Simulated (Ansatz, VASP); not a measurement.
Two plane-wave programs on TiS2

POSCAR

```
TiS2
1.0
    3.4106015318      0.0000000000      0.0000000000
   -1.7053007659      2.9536675687      0.0000000000
    0.0000000000      0.0000000000      5.7387202085
Ti S
1 2
Direct
    0.0000000000      0.0000000000      0.0000000000
    0.3333333333      0.6666666667      0.2449123212
    0.6666666667      0.3333333333      0.7550876788
```

INCAR.step1

```
PREC = Accurate
ENCUT = 400
EDIFF = 1E-5
ISMEAR = -1
SIGMA = 0.02
LREAL = F
LASPH = T
NELM = 120
ALGO = Normal
ISIF = 2
LWAVE = T
GGA = PE
NBANDS = 19
GGA_COMPAT = F
```

The input INCAR.step2:

```
PREC = Accurate
ENCUT = 400
EDIFF = 1E-6
ISMEAR = -1
SIGMA = 0.02
LREAL = F
LASPH = T
NELM = 120
ALGO = Normal
ISIF = 2
LWAVE = F
LCHARG = T
GGA = PE
LHFCALC = T
HFSCREEN = 0.2079
PRECFOCK = Normal
LELF = T
LVHAR = T
ISTART = 1
NBANDS = 19
GGA_COMPAT = F
```

File KPOINTS:

```
regular mesh
0
Gamma
  6 6 2
```

Input for Ansatz:

```yaml
crystal:
  lattice:
    - [3.4106015318, 0.0, 0.0]
    - [-1.7053007659, 2.9536675687, 0.0]
    - [0.0, 0.0, 5.7387202085]
  atoms:
    - { symbol: Ti, position: [0.0, 0.0, 0.0] }
    - { symbol: S, position: [0.3333333333, 0.6666666667, 0.2449123212] }
    - { symbol: S, position: [0.6666666667, 0.3333333333, 0.7550876788] }
kpoints:
  mp_grid: { grid: [6, 6, 2] }
hamiltonian:
  xc: hse06
scf:
  occupations: { method: fermi_dirac, width: 0.02 }
  n_extra_bands: 4
output:
  forces: true
  stress: true
  eigenvalues: true
```

Alike in both runs: task single point; functional HSE06; k mesh 6 × 6 × 2; occupations fermi-dirac, width 0.02 eV; no spin polarisation.

|  | VASP | Ansatz |
| --- | --- | --- |
| version | VASP 6.6.1 | Ansatz 0.2.0 |
| potentials or method | VASP PAW PBE potentials, release 64 (Ti_sv, S) | plane waves, PAW |
| plane-wave cutoff (eV) | 400 | 420 |
| valence electrons in the cell | 24 | 24 |

VASP gave:

| Item | Value |
| --- | --- |
| pressure (GPa) | -0.3 |
| traceless stress, the component that is largest in VASP (GPa) | 0.28 |
| rms of the force components (eV/Å) | 0.115 |

Q: Which values does Ansatz return?

A: Pressure (GPa): 0.1; traceless stress, the component that is largest in VASP (GPa): 0.25; rms of the force components (eV/Å): 0.117.

Atom by atom the forces differ by 0.002 eV/Å (rms over components). Ansatz's warnings: stress exchange threshold loose, stress scf threshold loose.

The k mesh is coarse, so the values compare programs but aren't converged.
